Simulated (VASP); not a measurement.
# Hg (P6_3/mmc) in VASP: a series of runs

Runs on Hg. Level: PBE+D3(BJ). Tasks: relaxation of cell and atoms, single point.

Everything below comes from runs of VASP 6.6.1. Logs are shortened: lines on timing, memory, paths and dates and some standing lists are left out, and cuts for length are marked.

## (1) The cell of the first run

The structure is hexagonal, space group P6_3/mmc (No. 194). Conventional cell: a = 3.462 Å, b = 3.462 Å, c = 5.488 Å, α = 90.00°, β = 90.00°, γ = 120.00°. Within 4.5 Å of Hg (site symmetry -6m2) lie 12 Hg at 3.39 to 3.46 Å.

## (2) Relaxation of cell and atoms, PBE+D3(BJ)

File INCAR:

```
SYSTEM = Hg
ALGO = Normal
EDIFF = 1E-6
EDIFFG = -0.005
ENCUT = 600
GGA = PE
IBRION = 2
ISIF = 3
ISMEAR = 0
IVDW = 12
LASPH = .True.
LCHARG = .False.
LREAL = .False.
LWAVE = .False.
NELM = 100
NSW = 100
PREC = Accurate
SIGMA = 0.1
```

File KPOINTS:

```
k-points
0
Gamma
  15 15 8
  0 0 0
```

File POSCAR:

```
Hg
1.0
    3.4618096384      0.0000000000      0.0000000000
   -1.7309048192      2.9980150899      0.0000000000
    0.0000000000      0.0000000000      5.4875482800
Hg
2
Direct
    0.6666666700      0.3333333300      0.7500000000
    0.3333333300      0.6666666700      0.2500000000
```

Potentials or basis: VASP PAW PBE potentials, release 64 (Hg).

On the command line:

```
$ cat potpaw_PBE.64/Hg/POTCAR > POTCAR
$ mpirun -np 1 vasp_std > vasp.out
```

OUTCAR:

```text
SYSTEM = Hg
   EDIFF = 1E-6
   EDIFFG = -0.005
   ENCUT = 600
   GGA = PE
   IBRION = 2
   ISIF = 3
   ISMEAR = 0
   IVDW = 12
   LASPH = .True.
   LREAL = .False.
   NELM = 100
   NSW = 100
   PREC = Accurate
 IVDW          = 12

 ion  position               nearest neighbor table
   1  0.667  0.333  0.750-   2 3.39   2 3.39   2 3.39   2 3.39   2 3.39   2 3.39
   2  0.333  0.667  0.250-   1 3.39   1 3.39   1 3.39   1 3.39   1 3.39   1 3.39

  LATTYP: Found a hexagonal cell.
 ALAT       =     3.4618096384
 C/A-ratio  =     1.5851675433

  Lattice vectors:

 A1 = (   3.4618096384,   0.0000000000,   0.0000000000)
 A2 = (  -1.7309048192,   2.9980150899,   0.0000000000)
 A3 = (   0.0000000000,   0.0000000000,   5.4875482800)

Analysis of symmetry for initial positions (statically):
=====================================================================
 Subroutine PRICEL returns:
 Original cell was already a primitive cell.

 Routine SETGRP: Setting up the symmetry group for a
 hexagonal supercell.

 Subroutine GETGRP returns: Found 24 space group operations
 (whereof 12 operations were pure point group operations)
 out of a pool of 24 trial point group operations.

The static configuration has the point symmetry D_3d.
 The point group associated with its full space group is D_6h.

Analysis of symmetry for dynamics (positions and initial velocities):
=====================================================================
 Subroutine PRICEL returns:
 Original cell was already a primitive cell.

 Routine SETGRP: Setting up the symmetry group for a
 hexagonal supercell.

 Subroutine GETGRP returns: Found 24 space group operations
 (whereof 12 operations were pure point group operations)
 out of a pool of 24 trial point group operations.

The dynamic configuration has the point symmetry D_3d.
 The point group associated with its full space group is D_6h.

 Subroutine INISYM returns: Found 24 space group operations
 (whereof 12 operations are pure point group operations),
 and found     1 'primitive' translations

----------------------------------------------------------------------------------------

                                     Primitive cell

  volume of cell :      56.9528

  direct lattice vectors                    reciprocal lattice vectors
     3.461809638  0.000000000  0.000000000     0.288866259  0.166777012  0.000000000
    -1.730904819  2.998015090  0.000000000     0.000000000  0.333554025  0.000000000
     0.000000000  0.000000000  5.487548280     0.000000000  0.000000000  0.182230743

  length of vectors
     3.461809638  3.461809638  5.487548280     0.333554025  0.333554025  0.182230743

  position of ions in fractional coordinates (direct lattice)
     0.666666670  0.333333330  0.750000000
     0.333333330  0.666666670  0.250000000

  ion indices of the primitive-cell ions
   primitive index   ion index
                 1           1
                 2           2

----------------------------------------------------------------------------------------

 KPOINTS: k-points

Automatic generation of k-mesh.
 Grid dimensions read from file:
 generate k-points for:   15   15    8

 Generating k-lattice:

  Cartesian coordinates                     Fractional coordinates (reciprocal lattice)
     0.019257751  0.011118467  0.000000000     0.066666667  0.000000000  0.000000000
     0.000000000  0.022236935  0.000000000     0.000000000  0.066666667  0.000000000
     0.000000000  0.000000000  0.022778843     0.000000000  0.000000000  0.125000000

  Length of vectors
     0.022236935  0.022236935  0.022778843

  Shift w.r.t. Gamma in fractional coordinates (k-lattice)
     0.000000000  0.000000000  0.000000000

 Subroutine IBZKPT returns following result:
 ===========================================

 Found    135 irreducible k-points:

 Following reciprocal coordinates:
            Coordinates               Weight
  0.000000  0.000000  0.000000      1.000000
  0.066667  0.000000  0.000000      6.000000
  0.133333  0.000000  0.000000      6.000000
  0.200000  0.000000  0.000000      6.000000
  0.266667  0.000000  0.000000      6.000000
  0.333333  0.000000  0.000000      6.000000
[... 16 lines left out ...]
  0.333333  0.200000  0.000000     12.000000
  0.400000  0.200000  0.000000      6.000000
 [... further k-points ...]
   k-points           NKPTS =    135   k-points in BZ     NKDIM =    135   number of bands    NBANDS=     16
   number of dos      NEDOS =    301   number of ions     NIONS =      2
   total plane-waves  NPLWV =  37632
   dimension x,y,z NGX =    28 NGY =   28 NGZ =   48
   dimension x,y,z NGXF=    56 NGYF=   56 NGZF=   96
   ions per type =               2
   NGX,Y,Z   is equivalent  to a cutoff of  13.45, 13.45, 14.54 a.u.
   NGXF,Y,Z  is equivalent  to a cutoff of  26.89, 26.89, 29.08 a.u.
 SYSTEM =  Hg
   PREC   = accura    normal or accurate (medium, high low for compatibility)
   ISTART =      0    job   : 0-new  1-cont  2-samecut
   ICHARG =      2    charge: 1-file 2-atom 10-const
   ISPIN  =      1    spin polarized calculation?
   LNONCOLLINEAR =      F non collinear calculations
   LSORBIT =      F    spin-orbit coupling
   LASPH  =      T    aspherical Exc in radial PAW
   ENCUT  =  600.0 eV  44.10 Ry    6.64 a.u.   6.91  6.91 10.96*2*pi/ulx,y,z
   NELM   =    100;   NELMIN=  2; NELMDL= -5     # of ELM steps
   EDIFF  = 0.1E-05   stopping-criterion for ELM
   LREAL  =      F    real-space projection
   EDIFFG = -.5E-02   stopping-criterion for IOM
   NSW    =    100    number of steps for IOM
   IBRION =      2    ionic relax: 0-MD 1-quasi-New 2-CG
   NFREE  =      1    steps in history (QN), initial steepest desc. (CG)
   ISIF   =      3    stress and relaxation
   ISYM   =      2    0-nonsym 1-usesym 2-fastsym
   POTIM  = 0.5000    time-step for ionic-motion
   TEBEG  =    0.0;   TEEND  =   0.0 temperature during run
   PSTRESS=    0.0 pullay stress
   NELECT =      24.0000    total number of electrons
   NUPDOWN=      -1.0000    fix difference up-down
   EMIN   =  10.00;   EMAX   =-10.00  energy-range for DOS
   EFERMI =   0.00;   METHOD = LEGACY
   ISMEAR =     0;   SIGMA  =   0.10  broadening in eV -4-tet -1-fermi 0-gaus
   EFERMI_NEDOS =   21; number of points for ismear=-14 and -15
   IALGO  =     38    algorithm
   IMIX   =      4    mixing-type and parameters
     AMIX     =   0.40;   BMIX     =  1.00
     AMIX_MAG =   1.60;   BMIX_MAG =  1.00
  volume/ion in A,a.u.               =      28.48       192.17
  Fermi-wavevector in a.u.,A,eV,Ry     =   1.227364  2.319382 20.496128  1.506423
  Thomas-Fermi vector in A             =   2.362330
   LORBIT       =      0    0 simple, 1 ext, 2 COOP (PROOUT), +10 PAW based schemes
   GGA     = PE    functional components
   LHFCALC =     F    Hartree Fock is set to
   AEXX    =    0.0000 exact exchange contribution
   IVDW    =    12    specifies the selected vdW correction
   LEPSILON=     F    determine dielectric tensor
   LRPA    =     F    only Hartree local field effects (RPA)
 conjugate gradient relaxation of ions
 non-spin polarized calculation
 Gauss-broadening in eV      SIGMA  =   0.10
  energy-cutoff  :      600.00
  volume of cell :       56.95
 maximum number of plane-waves:      1920
 NGX is ok and might be reduce to    28
   NGX = 13   NGY = 13   NGZ = 21

--------------------------------------- Ionic step        1  -------------------------------------------

 number of electron      24.0000003 magnetization

 Free energy of the ion-electron system (eV)
  ---------------------------------------------------
  ext. energy  EPLUGINS =         0.00000000
  ---------------------------------------------------
  free energy    TOTEN  =        -0.35795637 eV

  energy without entropy =       -0.35717167  energy(sigma->0) =       -0.35756402

------------------------ aborting loop because EDIFF is reached ----------------------------------------

 Edisp (eV)   -0.73635

 E8    (eV) :    -0.3349
[... 31 lines left out ...]
--------------------------------------- Ionic step        2  -------------------------------------------

 number of electron      24.0000001 magnetization

 E-fermi :   1.1700     XC(G=0):  -9.9626

 val. band max:        1.0908197562   @ k =   0.2667   0.1333   0.0000
 cond. band min:       1.1808379951   @ k =   0.0667   0.0667   0.0000
 fundamental gap:      0.0900182388
 Fermi energy:         1.1699924606

 k-point     1 :       0.0000    0.0000    0.0000
  band No.  band energies     occupation
      1      -6.2414      2.00000
      2      -5.5969      2.00000
      3      -4.9100      2.00000
      4      -4.9084      2.00000
      5      -4.9084      2.00000
      6      -4.8055      2.00000
[... 433 lines left out ...]
      3      -5.1788      2.00000
      4      -4.9645      2.00000
      5      -4.7630      2.00000
      6      -4.6501      2.00000
[... 8 lines left out ...]
     15       5.9437      0.00000
     16       6.1681      0.00000

 [... further k-points ...]

------------------------ aborting loop because EDIFF is reached ----------------------------------------

 Edisp (eV)   -0.75400

 E8    (eV) :    -0.3426
[... 271 lines left out ...]
--------------------------------------- Ionic step        9  -------------------------------------------

 number of electron      23.9999999 magnetization

 Free energy of the ion-electron system (eV)
  ---------------------------------------------------
  ext. energy  EPLUGINS =         0.00000000
  ---------------------------------------------------
  free energy    TOTEN  =        -0.30711730 eV

  energy without entropy =       -0.30501503  energy(sigma->0) =       -0.30606617

 E-fermi :   1.6715     XC(G=0): -10.3121

 val. band max:        1.6334163515   @ k =   0.2667   0.2000   0.1250
 cond. band min:       1.6963598022   @ k =   0.3333   0.0667   0.0000
 fundamental gap:      0.0629434507
 Fermi energy:         1.6715198164

 k-point     1 :       0.0000    0.0000    0.0000
  band No.  band energies     occupation
      1      -6.2708      2.00000
      2      -5.4464      2.00000
      3      -4.6402      2.00000
      4      -4.6402      2.00000
      5      -4.6261      2.00000
      6      -4.5180      2.00000
[... 433 lines left out ...]
      3      -4.9843      2.00000
      4      -4.7147      2.00000
      5      -4.4815      2.00000
      6      -4.3748      2.00000
[... 8 lines left out ...]
     15       6.5616      0.00000
     16       6.7467      0.00000

 [... further k-points ...]

------------------------ aborting loop because EDIFF is reached ----------------------------------------

 Edisp (eV)   -0.80333

 E8    (eV) :    -0.3644
[... 25 lines left out ...]
  FREE ENERGIE OF THE ION-ELECTRON SYSTEM (eV)
  ---------------------------------------------------
  free  energy   TOTEN  =        -1.1104446194 eV

  energy  without entropy=       -1.1083423523  energy(sigma->0) =       -1.10939349

 reached required accuracy - stopping structural energy minimisation
```

Wall time 5.8 min (1 thread of AMD EPYC 9R45 (Zen 5), shared host); peak memory 0.26 GiB.

Results:

```
Free energy                            : -1.1104 eV
Relaxed volume                         : 26.07 Å³/atom
Relaxed cell                           : a = 3.368 Å, b = 3.368 Å, c = 5.305 Å, α = 90.00°, β = 90.00°, γ = 120.00°
Space group after relaxing (to 0.05 Å) : P6_3/mmc (No. 194)
Energy gained by relaxing              : 8.1 meV/atom
Ionic steps                            : 9
Pressure after relaxing                : 0.0 GPa
Band gap on the k mesh                 : zero (band 12 reaches 1.82 eV, above the bottom of band 13 at 0.98 eV)
Dispersion energy per atom             : -0.402 eV
```

The path:
```
step  energy change (eV)  largest force (eV/Å)  pressure (GPa)  volume (Å³)
   1              0.0000                0.0000           -0.94        56.95
   2             -0.0069                0.0000           -0.70        55.59
   3             -0.0157                0.0000           -0.18        52.69
   4             -0.0159                0.0000            0.15        51.74
   5             -0.0161                0.0000            0.00        52.16
   6             -0.0161                0.0000            0.01        52.07
   7             -0.0161                0.0000            0.02        52.07
   8             -0.0161                0.0000            0.05        52.06
   9             -0.0161                0.0000           -0.03        52.13
```

Final structure:
```xyz
2
Lattice="3.3684 0.0000 0.0000 -1.6842 2.9171 0.0000 0.0000 0.0000 5.3054" Properties=species:S:1:pos:R:3 pbc="T T T"
Hg    1.6842    0.9724    3.9790
Hg    0.0000    1.9447    1.3263
```

Levels at points of the mesh, in eV from the Fermi level:
| k point | band 9 | band 10 | band 11 | band 12 | band 13 | band 14 | band 15 | band 16 |
| --- | --- | --- | --- | --- | --- | --- | --- | --- |
| (0.00, 0.00, 0.00) | -6.10 | -5.47 | -5.47 | -1.11 | -0.69 | 11.58 | 11.58 | 12.89 |
| (0.00, 0.00, 0.50) | -5.66 | -5.66 | -5.66 | -5.66 | 7.08 | 7.08 | 12.65 | 12.65 |

Caveat: spin-orbit coupling is left out, which moves the levels of the heavy elements; pairwise dispersion overbinds metals, which lowers pressure and volume.

## (3) Single point, PBE+D3(BJ)

This run uses another cell than the first one, of 25.72 Å³/atom, 0.903 times its volume.

File INCAR:

```
SYSTEM = Hg
PREC = Accurate ; ENCUT = 520
EDIFF = 1E-7 ; ISMEAR = 0
SIGMA = 0.1 ; LREAL = .FALSE.
LASPH = .TRUE. ; NELM = 100
ALGO = Normal ; ISIF = 2
LWAVE = .FALSE. ; LCHARG = .FALSE.
GGA = PE ; IVDW = 12
NBANDS = 19
```

File KPOINTS:

```
Automatic mesh
0
G
  15 15 8
  0 0 0
```

File POSCAR:

```
Hg
1.0
    3.3522124042      0.0000000000      0.0000000000
   -1.6761062021      2.9031011009      0.0000000000
    0.0000000000      0.0000000000      5.2861746114
Hg
2
Direct
    0.6666666667      0.3333333333      0.7500000000
    0.3333333333      0.6666666667      0.2500000000
```

Potentials or basis: VASP PAW PBE potentials, release 64 (Hg).

On the command line:

```
$ cat potpaw_PBE.64/Hg/POTCAR > POTCAR
$ mpirun -np 1 vasp_std > vasp.out
```

Wall time 59 s (1 thread of Intel Xeon Platinum 8488C (Sapphire Rapids), shared host); peak memory 0.26 GiB.

Results (log left out):

```
Free energy                : -1.1097 eV
Pressure                   : 0.2 GPa
Band gap on the k mesh     : zero (band 12 reaches 1.95 eV, above the bottom of band 13 at 1.02 eV)
Dispersion energy per atom : -0.407 eV
```

Levels at points of the mesh, in eV from the Fermi level:
```
           k point  band 8  band 9  band 10  band 11  band 12  band 13  band 14  band 15  band 16  band 17
(0.00, 0.00, 0.00)   -6.16   -6.16    -5.51    -5.51    -1.12    -0.77    11.67    11.67    12.91    14.03
(0.00, 0.00, 0.50)   -5.92   -5.70    -5.70    -5.70    -5.70     7.10     7.10    12.75    12.75    12.75
```

Caveat: spin-orbit coupling is left out, which moves the levels of the heavy elements; pairwise dispersion overbinds metals, which lowers pressure and volume.
